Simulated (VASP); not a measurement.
# TiO2 (P1) in VASP: further runs, part 2 of 2

VASP 6.6.1. The steps go on from the part before.

### Step 3. Single point, PBE

INCAR

```
SYSTEM = TiO2
ALGO = Normal ; EDIFF = 1E-7
ENCUT = 520 ; GGA = PE
ISIF = 2 ; ISMEAR = -1
LASPH = .True. ; LCHARG = .False.
LREAL = .False. ; LWAVE = .False.
NBANDS = 60 ; NELM = 60
PREC = Accurate ; SIGMA = 0.24
```

KPOINTS

```
k-points
0
Gamma
  3 3 2
  0 0 0
```

POSCAR

```
TiO2
1.0
   -4.5582430000      4.5582430000      1.9775720000
    4.5582430000     -4.5582430000      1.9775720000
    4.5582430000      4.5582430000     -1.9775720000
Ti O
4 8
Direct
    0.3005802167      0.0207574868      0.2607583668
    0.0497266771      0.7983923362      0.7084527964
    0.9456127860      0.2301178025      0.3193774443
    0.7130233632      0.9939759144      0.7395503048
    0.5142262298      0.2384182046      0.6736586882
    0.1432319658      0.8671951244     -0.0032907416
    0.1258036553      0.4502269034      0.6465210389
    0.0816721279      0.0661837040      0.3266609525
    0.8376675018      0.8450716705      0.6912202794
    0.9171629506      0.5603149282      0.3395167831
    0.8230798855      0.1731693828      1.0169817625
    0.4292575958      0.7618967289      0.3536121264
```

Potentials or basis: VASP PAW PBE potentials, release 64 (Ti_sv, O).

The run is started by

```console
$ cat potpaw_PBE.64/Ti_sv/POTCAR potpaw_PBE.64/O/POTCAR > POTCAR
$ mpirun -np 1 vasp_std > vasp.out
```

OUTCAR:

```text
SYSTEM = TiO2
   EDIFF = 1E-7
   ENCUT = 520
   GGA = PE
   ISIF = 2
   ISMEAR = -1
   LASPH = .True.
   LREAL = .False.
   NELM = 60
   PREC = Accurate

 ion  position               nearest neighbor table
   1  0.301  0.021  0.261-   6 1.70   8 1.82  10 1.96  10 2.25
   2  0.050  0.798  0.708-   9 1.70   5 1.88   6 1.88   5 2.12
   3  0.946  0.230  0.319-   8 1.94  12 1.98  11 2.01  12 2.05   7 2.13  10 2.38
   4  0.713  0.994  0.740-   9 1.79  11 1.84   7 2.01   7 2.16
   5  0.514  0.238  0.674-   2 1.88   2 2.12
   6  0.143  0.867  0.997-   1 1.70   2 1.88
   7  0.126  0.450  0.647-   4 2.01   3 2.13   4 2.16
   8  0.082  0.066  0.327-   1 1.82   3 1.94
   9  0.838  0.845  0.691-   2 1.70   4 1.79
  10  0.917  0.560  0.340-   1 1.96   1 2.25   3 2.38
  11  0.823  0.173  0.017-   4 1.84   3 2.01
  12  0.429  0.762  0.354-   3 1.98   3 2.05

  LATTYP: Found a body centered tetragonal cell.
 ALAT       =     9.1164860000
 C/A-ratio  =     0.4338452338

  Lattice vectors:

 A1 = (  -4.5582430000,   4.5582430000,   1.9775720000)
 A2 = (   4.5582430000,  -4.5582430000,   1.9775720000)
 A3 = (   4.5582430000,   4.5582430000,  -1.9775720000)

Analysis of symmetry for initial positions (statically):
=====================================================================
 Subroutine PRICEL returns:
 Original cell was already a primitive cell.

 Routine SETGRP: Setting up the symmetry group for a
 body centered tetragonal supercell.

 Subroutine GETGRP returns: Found  1 space group operations
 (whereof  1 operations were pure point group operations)
 out of a pool of 16 trial point group operations.

The static configuration has the point symmetry C_1 .

Analysis of symmetry for dynamics (positions and initial velocities):
=====================================================================
 Subroutine PRICEL returns:
[... 164 lines left out ...]
   IVDW    =     0    specifies the selected vdW correction
   LEPSILON=     F    determine dielectric tensor
   LRPA    =     F    only Hartree local field effects (RPA)
 non-spin polarized calculation
  energy-cutoff  :      520.00
  volume of cell :      164.36
 maximum number of plane-waves:      4451
 NGX is ok and might be reduce to    50
   NGX = 25   NGY = 25   NGZ = 25

 number of electron      95.9999998 magnetization

 Free energy of the ion-electron system (eV)
  ---------------------------------------------------
  ext. energy  EPLUGINS =         0.00000000
  ---------------------------------------------------
  free energy    TOTEN  =      -103.98853081 eV

  energy without entropy =     -103.90071913  energy(sigma->0) =     -103.94462497

 E-fermi :   3.0742     XC(G=0):  -9.7510

 val. band max:        2.1100857112   @ k =   0.3333   0.0000   0.5000
 cond. band min:       3.8297436579   @ k =   0.0000   0.0000   0.0000
 fundamental gap:      1.7196579468
 Fermi energy:         3.0741884893

 k-point     1 :       0.0000    0.0000    0.0000
  band No.  band energies     occupation
      1     -54.9134      2.00000
      2     -54.9035      2.00000
      3     -54.5126      2.00000
      4     -54.3609      2.00000
      5     -31.3325      2.00000
      6     -31.1695      2.00000
[... 619 lines left out ...]
     59       5.9641      0.00001
     60       6.2092      0.00000

------------------------ aborting loop because EDIFF is reached ----------------------------------------

  FORCE on cell =-STRESS in cart. coord.  units (eV):
  Direction    XX          YY          ZZ          XY          YZ          ZX
  --------------------------------------------------------------------------------------
  -------------------------------------------------------------------------------------
  Total       -7.6575646     -2.8030856    -20.9222105     -5.1824873      2.6032622     -2.0398108
  in kB      -74.6472836    -27.3249701   -203.9533796    -50.5197958     25.3770570    -19.8844337
  external PRESSURE =    -101.9752111 kB  Pullay stress =       0.0000000 kB

 VOLUME and BASIS-vectors are now :
 -----------------------------------------------------------------------------
  energy-cutoff  :      520.00
  volume of cell :      164.36
      direct lattice vectors                 reciprocal lattice vectors
    -4.558243000  4.558243000  1.977572000     0.000000000  0.109691388  0.252835295
     4.558243000 -4.558243000  1.977572000     0.109691388  0.000000000  0.252835295
     4.558243000  4.558243000 -1.977572000     0.109691388  0.109691388  0.000000000

 POSITION                                       TOTAL-FORCE (eV/Angst)
 -----------------------------------------------------------------------------------
     -0.08690      2.46410      0.11980         1.958775      1.914681     -0.813012
      6.64190     -0.18330      0.27620        -2.456603      1.488514      0.232280
     -1.80560      4.71720      1.69350        -0.575427      0.293597      0.516824
      4.65170      2.09040      1.91320         1.379702     -0.924163      0.161729
      1.81350      4.32790      0.15620        -1.199052      0.791470     -0.813702
      7.84324      1.24324      0.02713        -1.391363     -0.900475      0.528074
      4.42580      1.46820     -0.13940         0.467306      0.009579     -0.242458
      1.41840      1.55960     -0.35360         0.978159     -1.802712      1.023664
      3.18450      3.11700      1.96080         1.984167     -1.749344     -0.148137
     -0.07900      3.17420      2.25040         0.558129      0.091012     -2.363231
     -2.88504      3.03986      1.93657        -1.593618      0.288973     -0.651368
      3.12810      0.09560      1.65630        -0.110177      0.498869      2.569336
 -----------------------------------------------------------------------------------
    total drift:                                0.000284      0.001298     -0.000134

  FREE ENERGIE OF THE ION-ELECTRON SYSTEM (eV)
  ---------------------------------------------------
  free  energy   TOTEN  =      -103.9885308065 eV

  energy  without entropy=     -103.9007191312  energy(sigma->0) =     -103.94462497
```

OSZICAR:

```text
N       E                     dE             d eps       ncg     rms          rms(c)
DAV:   1     0.146097046244E+04    0.14610E+04   -0.48095E+04  1224   0.181E+03
DAV:   2     0.166460544741E+03   -0.12945E+04   -0.12250E+04  1252   0.554E+02
DAV:   3    -0.116837977040E+03   -0.28330E+03   -0.27432E+03  1528   0.230E+02
[... 13 lines left out ...]
DAV:  17    -0.103988529538E+03   -0.97054E-05   -0.35816E-05  1784   0.331E-02    0.170E-02
DAV:  18    -0.103988528696E+03    0.84247E-06   -0.25895E-05  1760   0.313E-02    0.559E-03
DAV:  19    -0.103988530449E+03   -0.17529E-05   -0.23592E-06  1392   0.937E-03    0.369E-03
DAV:  20    -0.103988530754E+03   -0.30518E-06   -0.66246E-07  1216   0.407E-03    0.159E-03
DAV:  21    -0.103988530806E+03   -0.52443E-07   -0.14133E-07   752   0.241E-03
   1 F= -.10398853E+03 E0= -.10394462E+03  d E =-.878117E-01
```

Wall time 2.6 min (1 thread of Intel Xeon Platinum 8488C (Sapphire Rapids), shared host); peak memory 0.36 GiB.

What came out:

- Free energy: -103.9885 eV
- Pressure: -10.2 GPa
- Largest force: 2.882 eV/Å
- Band gap on the k mesh: 1.72 eV (least direct gap 1.89 eV)

Forces on the atoms (eV/Å):
```
Ti   1.959  1.915 -0.813
Ti  -2.457  1.489  0.232
Ti  -0.575  0.294  0.517
Ti   1.380 -0.924  0.162
O   -1.199  0.791 -0.814
O   -1.391 -0.900  0.528
O    0.467  0.010 -0.242
O    0.978 -1.803  1.024
O    1.984 -1.749 -0.148
O    0.558  0.091 -2.363
O   -1.594  0.289 -0.651
O   -0.110  0.499  2.569
```

Stress tensor (GPa, compression positive):
```
 -7.46  -5.05  -1.99
 -5.05  -2.73   2.54
 -1.99   2.54 -20.40
```

Levels at points of the mesh, in eV from the valence-band top:
| k point | band 45 | band 46 | band 47 | band 48 | band 49 | band 50 | band 51 | band 52 |
| --- | --- | --- | --- | --- | --- | --- | --- | --- |
| (0.00, 0.00, 0.00) | -0.88 | -0.69 | -0.53 | -0.17 | 1.72 | 2.36 | 2.47 | 2.55 |
| (0.00, 0.00, 0.50) | -1.01 | -0.85 | -0.65 | -0.11 | 2.05 | 2.14 | 2.54 | 2.64 |

Caveat: the k points lie up to 0.58 Å⁻¹ apart; an odd mesh through Γ misses points on the zone boundary, where band edges can lie; forces of over 1 eV/Å act on the atoms, so gaps and moduli don't describe the material at rest.

### Step 4. Single point, PBE

INCAR

```
SYSTEM = TiO2
PREC = Accurate
ENCUT = 520
EDIFF = 1E-6
ISMEAR = -1
SIGMA = 0.24
LREAL = .False.
LASPH = .True.
NELM = 60
ALGO = Normal
ISIF = 2
LWAVE = .False.
LCHARG = .False.
GGA = PE
NBANDS = 60
```

KPOINTS

```
Automatic mesh
0
Gamma
  3 3 2
  0 0 0
```

POSCAR

```
TiO2
1.0
   -4.5582430000      4.5582430000      1.9775720000
    4.5582430000     -4.5582430000      1.9775720000
    4.5582430000      4.5582430000     -1.9775720000
Ti O
4 8
Direct
    0.2253068934     -0.0611631346      0.2326115567
    0.0148536414      0.7588025708      0.6746459107
    0.9787495916      0.2420402937      0.3185218515
    0.7123745789      1.0211558352      0.7390786318
    0.5207121868      0.2305674972      0.6662764578
    0.1820763682      0.9062808479     -0.0336752560
    0.1348499695      0.4843267306      0.6499214719
    0.0213031321      0.0169812914      0.2815119773
    0.8560185280      0.8984142494      0.7194767809
    0.9364966666      0.5781568413      0.3527236262
    0.8876800205      0.2532030959      1.0164881512
    0.6033851803      0.9037421380      0.3997592932
```

The run is started by

```console
$ cat potpaw_PBE.64/Ti_sv/POTCAR potpaw_PBE.64/O/POTCAR > POTCAR
$ mpirun -np 1 vasp_std > vasp.out
```

Wall time 2.5 min (1 thread of Intel Xeon Platinum 8488C (Sapphire Rapids), shared host); peak memory 0.36 GiB.

Results (log left out):

```yaml
Free_energy: -103.5219 eV
Pressure: -6.6 GPa
Largest_force: 4.412 eV/Å
Band_gap_on_the_k_mesh: 2.08 eV (least direct gap 2.22 eV)
```

Forces in eV/Å, atoms in the order of the input:
```
Ti   1.569 -0.318  1.405
Ti   1.426 -0.065 -0.096
Ti   0.639 -1.572  3.081
Ti   1.292 -0.477  0.510
O   -1.118 -0.270 -0.296
O   -0.709  0.412 -0.387
O    0.695 -0.175  1.832
O   -1.758  1.321  1.431
O   -2.405  1.551 -0.108
O   -0.141  0.275 -2.404
O   -0.048  1.083 -0.963
O    0.559 -1.766 -4.005
```

Stress tensor (GPa, compression positive):
```
-8.77 -3.88 -1.00
-3.88 -3.74  0.63
-1.00  0.63 -7.42
```

Levels at points of the mesh, in eV from the valence-band top:
| k point | band 46 | band 47 | band 48 | band 49 | band 50 | band 51 |
| --- | --- | --- | --- | --- | --- | --- |
| (0.00, 0.00, 0.00) | -0.57 | -0.47 | -0.25 | 2.08 | 2.42 | 2.47 |
| (0.00, 0.00, 0.50) | -0.62 | -0.46 | -0.18 | 2.18 | 2.23 | 2.51 |

Caveat: the k points lie up to 0.58 Å⁻¹ apart; an odd mesh through Γ misses points on the zone boundary, where band edges can lie; forces of over 1 eV/Å act on the atoms, so gaps and moduli don't describe the material at rest.

### Step 5. Summary

| cell | gap on the mesh (eV) | pressure (GPa) | largest force (eV/Å) |
| --- | --- | --- | --- |
| as given, atomic positions A | 2.50 | -2.4 | 5.63 |
| as given, atomic positions B | 1.72 | -10.2 | 2.88 |
| as given, atomic positions C | 2.08 | -6.6 | 4.41 |

Alike in all rows: task single point; level PBE; potentials or basis VASP PAW PBE potentials, release 64 (Ti_sv, O); no spin polarisation; k mesh 3 × 3 × 2; cutoff (eV) 520; smearing fermi-dirac 0.24 eV.

Caveats: all runs use coarse meshes; an odd mesh through Γ misses points on the zone boundary, where band edges can lie; forces of over 1 eV/Å act on the atoms, so gaps and moduli don't describe the material at rest.

Total energies depend on the potentials used, so only differences within one code and one set of settings carry meaning.
